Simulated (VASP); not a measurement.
Here is a VASP 6.6.1 calculation.

The input INCAR:

```
PREC = Accurate
ENCUT = 520
EDIFF = 1E-7
ISMEAR = 0
SIGMA = 0.02
LREAL = F
LASPH = T
NELM = 80
ALGO = Normal
ISIF = 2
LWAVE = F
LCHARG = F
GGA = PE
NBANDS = 16
```

File KPOINTS:

```
regular mesh
0
Gamma
  12 12 4
```

POSCAR

```
BN
1.0
    2.4607728075      0.0066355780     -0.0140724334
   -1.2246398247      2.0865937723     -0.0032642553
   -0.0374359440     -0.0316407000      6.4728878760
B N
2 2
Direct
    0.2875520009      0.6032270983      0.2457575212
    0.6814084850      0.3780965732      0.7665795953
    0.3070988182      0.6406673728      0.7279589263
    0.7239446896      0.3780089558      0.2597039572
```

Potentials or basis: VASP PAW PBE potentials, release 64 (B, N).

Run with:

```sh
$ cat potpaw_PBE.64/B/POTCAR potpaw_PBE.64/N/POTCAR > POTCAR
$ mpirun -np 1 vasp_std > vasp.out
```

(1) Estimate the band gap on the k mesh.

(2) What does it give for the pressure?

(3) Estimate the largest force.

## Answers

(1) 1.81 eV, indirect (least direct gap 2.79 eV).

(2) 39.5 GPa.

(3) 13.551 eV/Å.

Caveat: the cell differs from its parent crystal (atoms moved at random and the cell strained at random); forces of over 1 eV/Å act on the atoms, so gaps and moduli don't describe the material at rest.
